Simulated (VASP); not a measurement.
# GaAs (F-43m) in VASP: a series of runs

Aim: see how the results for GaAs move with the level of theory and the settings. Levels: r2SCAN, PBE. Tasks: single point, relaxation of cell and atoms.

Everything below comes from runs of VASP 6.6.1. Logs are shortened: lines on timing, memory, paths and dates and some standing lists are left out, and cuts for length are marked.

**What was measured.**

From “Evidence of valence band perturbations in GaAsN/GaAs(001): A combined variable-angle spectroscopic ellipsometry and modulated photoreflectance investigation”, 2008, arxiv:0805.2212, for a bulk crystal of GaAs at 300 K: band gap 1.412 ± 0.01 eV (direct).

The results are compared with them further down.

**1. The cell of the first run**

The structure is cubic, space group F-43m (No. 216). Conventional cell: a = 5.666 Å, b = 5.666 Å, c = 5.666 Å, α = 90.00°, β = 90.00°, γ = 90.00°. Within 3.2 Å of Ga (site symmetry -43m) lie 4 As at 2.45 Å. Within 3.2 Å of As (site symmetry -43m) lie 4 Ga at 2.45 Å.

**2. Single point, r2SCAN**

Contents of POSCAR:

```
GaAs
1.0
    0.0000000000      2.8330831922      2.8330831922
    2.8330831922      0.0000000000      2.8330831922
    2.8330831922      2.8330831922      0.0000000000
Ga As
1 1
Direct
    0.0000000000      0.0000000000      0.0000000000
    0.2500000000      0.2500000000      0.2500000000
```

Contents of INCAR.step1:

```
SYSTEM = GaAs
PREC = Accurate
ENCUT = 520
ISMEAR = 0
SIGMA = 0.01
LREAL = .False.
LASPH = .True.
NELM = 100
NBANDS = 16
GGA = PE
ALGO = Normal
EDIFF = 1E-4
LWAVE = .True.
LCHARG = .False.
```

Contents of INCAR.step2:

```
SYSTEM = GaAs
PREC = Accurate
ENCUT = 520
EDIFF = 1E-7
ISMEAR = 0
SIGMA = 0.01
LREAL = .False.
LASPH = .True.
NELM = 100
ALGO = Normal
ISIF = 2
LWAVE = .False.
LCHARG = .False.
METAGGA = R2SCAN
LMIXTAU = .True.
NBANDS = 16
ISTART = 1
```

Contents of KPOINTS:

```
regular mesh
0
Gamma
  8 8 8
  0 0 0
```

Potentials or basis: VASP PAW PBE potentials, release 64 (Ga_d, As).

Command:

```
cat potpaw_PBE.64/Ga_d/POTCAR potpaw_PBE.64/As/POTCAR > POTCAR
cp INCAR.step1 INCAR
mpirun -np 1 vasp_std > vasp.out
cp INCAR.step2 INCAR
mpirun -np 1 vasp_std > vasp.out
```

OUTCAR:

```text
SYSTEM = GaAs
   PREC = Accurate
   ENCUT = 520
   EDIFF = 1E-7
   ISMEAR = 0
   LREAL = .False.
   LASPH = .True.
   NELM = 100
   ISIF = 2
   METAGGA = R2SCAN
   ISTART = 1

 ion  position               nearest neighbor table
   1  0.000  0.000  0.000-   2 2.45   2 2.45   2 2.45   2 2.45
   2  0.250  0.250  0.250-   1 2.45   1 2.45   1 2.45   1 2.45

  LATTYP: Found a face centered cubic cell.
 ALAT       =     5.6661663844

  Lattice vectors:

 A1 = (   0.0000000000,   2.8330831922,   2.8330831922)
 A2 = (   2.8330831922,   0.0000000000,   2.8330831922)
 A3 = (   2.8330831922,   2.8330831922,   0.0000000000)

Analysis of symmetry for initial positions (statically):
=====================================================================
 Subroutine PRICEL returns:
 Original cell was already a primitive cell.

 Routine SETGRP: Setting up the symmetry group for a
 face centered cubic supercell.

 Subroutine GETGRP returns: Found 24 space group operations
 (whereof 24 operations were pure point group operations)
 out of a pool of 48 trial point group operations.

The static configuration has the point symmetry T_d .

Analysis of symmetry for dynamics (positions and initial velocities):
=====================================================================
 Subroutine PRICEL returns:
 Original cell was already a primitive cell.

 Routine SETGRP: Setting up the symmetry group for a
 face centered cubic supercell.

 Subroutine GETGRP returns: Found 24 space group operations
 (whereof 24 operations were pure point group operations)
 out of a pool of 48 trial point group operations.

The dynamic configuration has the point symmetry T_d .

 Subroutine INISYM returns: Found 24 space group operations
 (whereof 24 operations are pure point group operations),
 and found     1 'primitive' translations

----------------------------------------------------------------------------------------

                                     Primitive cell

  volume of cell :      45.4787

  direct lattice vectors                    reciprocal lattice vectors
     0.000000000  2.833083192  2.833083192    -0.176486169  0.176486169  0.176486169
     2.833083192  0.000000000  2.833083192     0.176486169 -0.176486169  0.176486169
     2.833083192  2.833083192  0.000000000     0.176486169  0.176486169 -0.176486169

  length of vectors
     4.006584674  4.006584674  4.006584674     0.305683012  0.305683012  0.305683012

  position of ions in fractional coordinates (direct lattice)
     0.000000000  0.000000000  0.000000000
     0.250000000  0.250000000  0.250000000

  ion indices of the primitive-cell ions
   primitive index   ion index
                 1           1
                 2           2

----------------------------------------------------------------------------------------

 KPOINTS: regular mesh

Automatic generation of k-mesh.
 Grid dimensions read from file:
 generate k-points for:    8    8    8

 Generating k-lattice:

  Cartesian coordinates                     Fractional coordinates (reciprocal lattice)
    -0.022060771  0.022060771  0.022060771     0.125000000  0.000000000  0.000000000
     0.022060771 -0.022060771  0.022060771     0.000000000  0.125000000  0.000000000
     0.022060771  0.022060771 -0.022060771     0.000000000  0.000000000  0.125000000

  Length of vectors
     0.038210377  0.038210377  0.038210377

  Shift w.r.t. Gamma in fractional coordinates (k-lattice)
     0.000000000  0.000000000  0.000000000

 Subroutine IBZKPT returns following result:
 ===========================================

 Found     29 irreducible k-points:

 Following reciprocal coordinates:
            Coordinates               Weight
  0.000000  0.000000  0.000000      1.000000
  0.125000  0.000000  0.000000      8.000000
  0.250000  0.000000  0.000000      8.000000
  0.375000  0.000000  0.000000      8.000000
  0.500000  0.000000  0.000000      4.000000
  0.125000  0.125000  0.000000      6.000000
[... 16 lines left out ...]
  0.500000  0.250000  0.125000     48.000000
 -0.375000  0.250000  0.125000     24.000000
 [... further k-points ...]
   k-points           NKPTS =     29   k-points in BZ     NKDIM =     29   number of bands    NBANDS=     16
   number of dos      NEDOS =    301   number of ions     NIONS =      2
   total plane-waves  NPLWV =  27000
   dimension x,y,z NGX =    30 NGY =   30 NGZ =   30
   dimension x,y,z NGXF=    60 NGYF=   60 NGZF=   60
   ions per type =               1   1
   NGX,Y,Z   is equivalent  to a cutoff of  12.45, 12.45, 12.45 a.u.
   NGXF,Y,Z  is equivalent  to a cutoff of  24.90, 24.90, 24.90 a.u.
 SYSTEM =  GaAs
   PREC   = accura    normal or accurate (medium, high low for compatibility)
   ISTART =      1    job   : 0-new  1-cont  2-samecut
   ICHARG =      0    charge: 1-file 2-atom 10-const
   ISPIN  =      1    spin polarized calculation?
   LNONCOLLINEAR =      F non collinear calculations
   LSORBIT =      F    spin-orbit coupling
   LASPH  =      T    aspherical Exc in radial PAW
   ENCUT  =  520.0 eV  38.22 Ry    6.18 a.u.   7.45  7.45  7.45*2*pi/ulx,y,z
   NELM   =    100;   NELMIN=  2; NELMDL=  0     # of ELM steps
   EDIFF  = 0.1E-06   stopping-criterion for ELM
   LREAL  =      F    real-space projection
   EDIFFG = 0.1E-05   stopping-criterion for IOM
   NSW    =      0    number of steps for IOM
   IBRION =     -1    ionic relax: 0-MD 1-quasi-New 2-CG
   NFREE  =      0    steps in history (QN), initial steepest desc. (CG)
   ISIF   =      2    stress and relaxation
   ISYM   =      2    0-nonsym 1-usesym 2-fastsym
   POTIM  = 0.5000    time-step for ionic-motion
   TEBEG  =    0.0;   TEEND  =   0.0 temperature during run
   PSTRESS=    0.0 pullay stress
   NELECT =      18.0000    total number of electrons
   NUPDOWN=      -1.0000    fix difference up-down
   EMIN   =  10.00;   EMAX   =-10.00  energy-range for DOS
   EFERMI =   0.00;   METHOD = LEGACY
   ISMEAR =     0;   SIGMA  =   0.01  broadening in eV -4-tet -1-fermi 0-gaus
   EFERMI_NEDOS =   21; number of points for ismear=-14 and -15
   IALGO  =     38    algorithm
   IMIX   =      4    mixing-type and parameters
     AMIX     =   0.40;   BMIX     =  1.00
     AMIX_MAG =   1.60;   BMIX_MAG =  1.00
  volume/ion in A,a.u.               =      22.74       153.45
  Fermi-wavevector in a.u.,A,eV,Ry     =   1.201978  2.271408 19.657016  1.444750
  Thomas-Fermi vector in A             =   2.337772
   LORBIT       =      0    0 simple, 1 ext, 2 COOP (PROOUT), +10 PAW based schemes
   METAGGA = R2SCAN    functional components
   LHFCALC =     F    Hartree Fock is set to
   AEXX    =    0.0000 exact exchange contribution
   IVDW    =     0    specifies the selected vdW correction
   LEPSILON=     F    determine dielectric tensor
   LRPA    =     F    only Hartree local field effects (RPA)
 non-spin polarized calculation
 Gauss-broadening in eV      SIGMA  =   0.01
  energy-cutoff  :      520.00
  volume of cell :       45.48
 maximum number of plane-waves:      1243
 NGX is ok and might be reduce to    30
   NGX = 15   NGY = 15   NGZ = 15

 number of electron      17.9999990 magnetization

 Free energy of the ion-electron system (eV)
  ---------------------------------------------------
  ext. energy  EPLUGINS =         0.00000000
  ---------------------------------------------------
  free energy    TOTEN  =       -27.05325082 eV

  energy without entropy =      -27.05325082  energy(sigma->0) =      -27.05325082

 E-fermi :   3.7168     XC(G=0): -10.2237

 val. band max:        3.6172707193   @ k =   0.0000   0.0000   0.0000
 cond. band min:       4.5604008982   @ k =   0.0000   0.0000   0.0000
 fundamental gap:      0.9431301788
 Fermi energy:         3.7168203035

 k-point     1 :       0.0000    0.0000    0.0000
  band No.  band energies     occupation
      1     -11.6073      2.00000
      2     -11.6073      2.00000
      3     -11.6073      2.00000
      4     -11.5196      2.00000
      5     -11.5196      2.00000
      6      -9.5444      2.00000
[... 8 lines left out ...]
     15      14.2324      0.00000
     16      14.2324      0.00000

 k-point     2 :       0.1250    0.0000    0.0000
  band No.  band energies     occupation
      1     -11.6222      2.00000
      2     -11.6036      2.00000
      3     -11.6035      2.00000
      4     -11.5197      2.00000
      5     -11.5197      2.00000
      6      -9.3538      2.00000
[... 8 lines left out ...]
     15      13.3989      0.00000
     16      13.3989      0.00000

 k-point     3 :       0.2500    0.0000    0.0000
  band No.  band energies     occupation
      1     -11.6543      2.00000
      2     -11.5954      2.00000
      3     -11.5954      2.00000
      4     -11.5192      2.00000
      5     -11.5192      2.00000
      6      -8.8230      2.00000
[... 8 lines left out ...]
     15      13.1618      0.00000
     16      13.2050      0.00000

 k-point     4 :       0.3750    0.0000    0.0000
  band No.  band energies     occupation
      1     -11.6825      2.00000
      2     -11.5887      2.00000
      3     -11.5887      2.00000
      4     -11.5172      2.00000
      5     -11.5171      2.00000
      6      -8.1152      2.00000
[... 8 lines left out ...]
     15      14.3800      0.00000
     16      14.3801      0.00000

 k-point     5 :       0.5000    0.0000    0.0000
  band No.  band energies     occupation
      1     -11.6933      2.00000
      2     -11.5864      2.00000
      3     -11.5864      2.00000
      4     -11.5158      2.00000
      5     -11.5158      2.00000
      6      -7.7137      2.00000
[... 8 lines left out ...]
     15      16.1481      0.00000
     16      16.1481      0.00000

 k-point     6 :       0.1250    0.1250    0.0000
  band No.  band energies     occupation
      1     -11.6304      2.00000
      2     -11.6000      2.00000
      3     -11.6000      2.00000
      4     -11.5225      2.00000
      5     -11.5176      2.00000
      6      -9.2904      2.00000
[... 8 lines left out ...]
     15      13.1424      0.00000
     16      14.4962      0.00000

 k-point     7 :       0.2500    0.1250    0.0000
  band No.  band energies     occupation
      1     -11.6559      2.00000
      2     -11.5932      2.00000
      3     -11.5915      2.00000
      4     -11.5249      2.00000
      5     -11.5158      2.00000
      6      -8.8714      2.00000
[... 8 lines left out ...]
     15      14.3517      0.00000
     16      14.3642      0.00000

 k-point     8 :       0.3750    0.1250    0.0000
  band No.  band energies     occupation
      1     -11.6818      2.00000
      2     -11.5872      2.00000
      3     -11.5842      2.00000
      4     -11.5241      2.00000
      5     -11.5144      2.00000
      6      -8.2050      2.00000
[... 8 lines left out ...]
     15      14.4227      0.00000
     16      15.2092      0.00000

 k-point     9 :       0.5000    0.1250    0.0000
  band No.  band energies     occupation
      1     -11.6958      2.00000
      2     -11.5841      2.00000
      3     -11.5815      2.00000
      4     -11.5203      2.00000
      5     -11.5149      2.00000
      6      -7.6366      2.00000
[... 8 lines left out ...]
     15      15.6714      0.00000
     16      16.1365      0.00000
[... 172 lines left out ...]
 k-point    19 :       0.5000    0.3750    0.0000
  band No.  band energies     occupation
      1     -11.7199      2.00000
      2     -11.5622      2.00000
      3     -11.5596      2.00000
      4     -11.5409      2.00000
      5     -11.5082      2.00000
      6      -7.1097      2.00000
[... 8 lines left out ...]
     15      16.7132      0.00000
     16      17.2088      0.00000

 k-point    20 :      -0.3750    0.3750    0.0000
  band No.  band energies     occupation
      1     -11.7150      2.00000
      2     -11.5691      2.00000
      3     -11.5628      2.00000
      4     -11.5339      2.00000
      5     -11.5124      2.00000
      6      -6.9855      2.00000
[... 8 lines left out ...]
     15      14.7220      0.00000
     16      18.6586      0.00000

 k-point    21 :       0.5000    0.5000    0.0000
  band No.  band energies     occupation
      1     -11.7263      2.00000
      2     -11.5557      2.00000
      3     -11.5557      2.00000
      4     -11.5457      2.00000
      5     -11.5060      2.00000
      6      -6.9464      2.00000
[... 8 lines left out ...]
     15      17.6152      0.00000
     16      17.6176      0.00000

 k-point    22 :       0.3750    0.2500    0.1250
  band No.  band energies     occupation
      1     -11.6783      2.00000
      2     -11.5856      2.00000
      3     -11.5827      2.00000
      4     -11.5277      2.00000
      5     -11.5142      2.00000
      6      -8.3766      2.00000
[... 8 lines left out ...]
     15      15.1725      0.00000
     16      15.7074      0.00000

 k-point    23 :       0.5000    0.2500    0.1250
  band No.  band energies     occupation
      1     -11.6960      2.00000
      2     -11.5813      2.00000
      3     -11.5756      2.00000
      4     -11.5264      2.00000
      5     -11.5145      2.00000
      6      -7.7226      2.00000
[... 8 lines left out ...]
     15      15.0839      0.00000
     16      16.5845      0.00000

 k-point    24 :      -0.3750    0.2500    0.1250
  band No.  band energies     occupation
      1     -11.7026      2.00000
      2     -11.5802      2.00000
      3     -11.5730      2.00000
      4     -11.5240      2.00000
      5     -11.5159      2.00000
      6      -7.3588      2.00000
[... 8 lines left out ...]
     15      15.8961      0.00000
     16      16.4654      0.00000

 [... further k-points ...]
[... 5 lines left out ...]
  --------------------------------------------------------------------------------------
  -------------------------------------------------------------------------------------
  Total        0.0347654      0.0347654      0.0347654      0.0000000      0.0000000      0.0000000
  in kB        1.2247577      1.2247577      1.2247577      0.0000000      0.0000000      0.0000000
  external PRESSURE =       1.2247577 kB  Pullay stress =       0.0000000 kB

 VOLUME and BASIS-vectors are now :
 -----------------------------------------------------------------------------
  energy-cutoff  :      520.00
  volume of cell :       45.48
      direct lattice vectors                 reciprocal lattice vectors
     0.000000000  2.833083192  2.833083192    -0.176486169  0.176486169  0.176486169
     2.833083192  0.000000000  2.833083192     0.176486169 -0.176486169  0.176486169
     2.833083192  2.833083192  0.000000000     0.176486169  0.176486169 -0.176486169

 POSITION                                       TOTAL-FORCE (eV/Angst)
 -----------------------------------------------------------------------------------
      0.00000      0.00000      0.00000        -0.000000     -0.000000     -0.000000
      1.41654      1.41654      1.41654         0.000000      0.000000      0.000000
 -----------------------------------------------------------------------------------
    total drift:                                0.000001      0.000001      0.000001

  FREE ENERGIE OF THE ION-ELECTRON SYSTEM (eV)
  ---------------------------------------------------
  free  energy   TOTEN  =       -27.0532508234 eV

  energy  without entropy=      -27.0532508234  energy(sigma->0) =      -27.05325082
```

Run time: 3.4 min. Hardware: 1 thread of AMD EPYC 7R13, shared host; peak memory 0.15 GiB.

Results:

```yaml
Free_energy: -27.0533 eV
Pressure: 0.1 GPa
Band_gap_on_the_k_mesh: 0.94 eV, direct
```

Caveat: the PAW data sets were made with another functional, which shifts forces and pressure a little.

**3. Relaxation of cell and atoms, PBE**

This run uses another cell than the first one, of 22.59 Å³/atom, 0.993 times its volume.

Contents of INCAR:

```
SYSTEM = GaAs
PREC     = Accurate       ! precision mode
ENCUT    = 600            ! plane-wave cutoff, eV
EDIFF    = 1E-7           ! SCF threshold, eV
ISMEAR   = -1             ! smearing method
SIGMA    = 0.02           ! smearing width, eV
LREAL    = .FALSE.        ! projectors in reciprocal space
LASPH    = .TRUE.         ! aspherical terms in the spheres
NELM     = 80             ! most SCF steps
ALGO     = Normal         ! electronic algorithm
ISIF     = 3              ! what is computed and relaxed
LWAVE    = .FALSE.        ! write WAVECAR
LCHARG   = .FALSE.        ! write CHGCAR
GGA      = PE             ! functional
IBRION   = 2              ! ionic algorithm
NSW      = 80             ! ionic steps
EDIFFG   = -0.005         ! ionic threshold
```

Contents of KPOINTS:

```
Automatic mesh
0
G
  8 8 8
  0 0 0
```

Contents of POSCAR:

```
GaAs
1.0
    0.0000000000      2.8268500000      2.8268500000
    2.8268500000      0.0000000000      2.8268500000
    2.8268500000      2.8268500000      0.0000000000
Ga As
1 1
Direct
    0.0000000000      0.0000000000      0.0000000000
    0.2500000000      0.2500000000      0.2500000000
```

Potentials or basis: VASP PAW PBE potentials, release 64 (Ga_d, As).

Command:

```
cat potpaw_PBE.64/Ga_d/POTCAR potpaw_PBE.64/As/POTCAR > POTCAR
mpirun -np 1 vasp_std > vasp.out
```

It took 82 s on 1 thread of AMD EPYC 7R13, shared host; peak memory 0.17 GiB.

Results (log left out):

```yaml
Free_energy: -8.2708 eV
Relaxed_volume: 23.76 Å³/atom
Relaxed_cell: a = 4.066 Å, b = 4.066 Å, c = 4.066 Å, α = 60.00°, β = 60.00°, γ = 60.00°
Space_group_after_relaxing_to_0.05_Å: F-43m (No. 216)
Energy_gained_by_relaxing: 11.9 meV/atom
Ionic_steps: 3
Pressure_after_relaxing: 0.0 GPa
Band_gap_on_the_k_mesh: 0.15 eV, direct
```

The path:
```csv
step,energy change (eV),largest force (eV/Å),pressure (GPa),volume (Å³)
1,0.0000,0.0000,3.45,45.18
2,-0.0207,0.0000,-1.05,48.43
3,-0.0239,0.0000,-0.01,47.52
```

Final structure:
```yaml
crystal:
  lattice:
    - [0.00000, 2.87480, 2.87480]
    - [2.87480, 0.00000, 2.87480]
    - [2.87480, 2.87480, 0.00000]
  atoms:
    - { symbol: Ga, position: [0.00000, 0.00000, 0.00000] }
    - { symbol: As, position: [0.25000, 0.25000, 0.25000] }
```

Levels at points of the mesh, in eV from the valence-band top:
```
           k point  band 7  band 8  band 9  band 10  band 11  band 12
(0.00, 0.00, 0.00)    0.00    0.00    0.00     0.15     3.71     3.71
(0.50, 0.00, 0.00)   -6.37   -1.07   -1.07     0.86     4.61     4.61
(0.50, 0.50, 0.00)   -6.59   -2.51   -2.51     1.56     1.67     9.77
```

PBE usually gives volumes a little too large and moduli too small. Zero-point motion and thermal expansion aren't in these numbers.

**4. Comparison with measurements**

Step 2. Measured gap of GaAs: 1.412 eV (direct; 300 K; “Evidence of valence band perturbations in GaAsN/GaAs(001): A combined variable-angle spectroscopic ellipsometry and modulated photoreflectance investigation”, 2008, arxiv:0805.2212). This calculation gives 0.94 eV (-0.47 eV). 3 values of this kind are on record (1.412 to 1.51 eV); this one was drawn at random among those near their median, those with a stated uncertainty first. Spin-orbit coupling on As, Ga is left out. The value is that of r2SCAN on a finite k mesh, which can miss the band edges, without temperature or zero-point motion.
